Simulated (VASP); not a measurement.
Input of a VASP 6.6.1 run:

File INCAR:

```
PREC = Accurate
ENCUT = 520
EDIFF = 1E-6
ISMEAR = 0
SIGMA = 0.1
LREAL = F
LASPH = T
NELM = 150
ALGO = Normal
ISIF = 2
LWAVE = F
LCHARG = F
ISPIN = 2
MAGMOM = 1 1 1 0 0
LORBIT = 11
LMAXMIX = 4
GGA = PE
NBANDS = 34
```

Contents of KPOINTS:

```
regular mesh
0
Gamma
  6 6 6
```

The input POSCAR:

```
Cu3O2
1.0
    2.9587084064      1.7082110949      2.1972047194
   -2.9587084064      1.7082110949      2.1972047194
    0.0000000000     -3.4164221897      2.1972047194
Cu O
3 2
Direct
    0.0000000000      0.4999580300      0.5000419700
    0.5000419700      0.0000000000      0.4999580300
    0.4999580300      0.5000419700      0.0000000000
    0.2361497290      0.2361497290      0.2361497290
    0.7638502710      0.7638502710      0.7638502710
```

Potentials or basis: VASP PAW PBE potentials, release 64 (Cu, O).

Command:

```console
$ cat potpaw_PBE.64/Cu/POTCAR potpaw_PBE.64/O/POTCAR > POTCAR
$ mpirun -np 1 vasp_std > vasp.out
```

**Question.** What does it give for the largest force?

**Answer.** 0.092 eV/Å.

**Question.** Predict the site moments.

**Answer.** Cu +0.17; O +0.09 μB.

**Question.** Predict the net moment.

**Answer.** 0.70 μB per cell.

**Question.** Predict the pressure.

**Answer.** 0.9 GPa.

Stress tensor (GPa, compression positive):
```
1.31 0.00 0.00
0.00 1.31 0.00
0.00 0.00 0.17
```

Caveat: a moment this small can come from the mesh or the smearing.
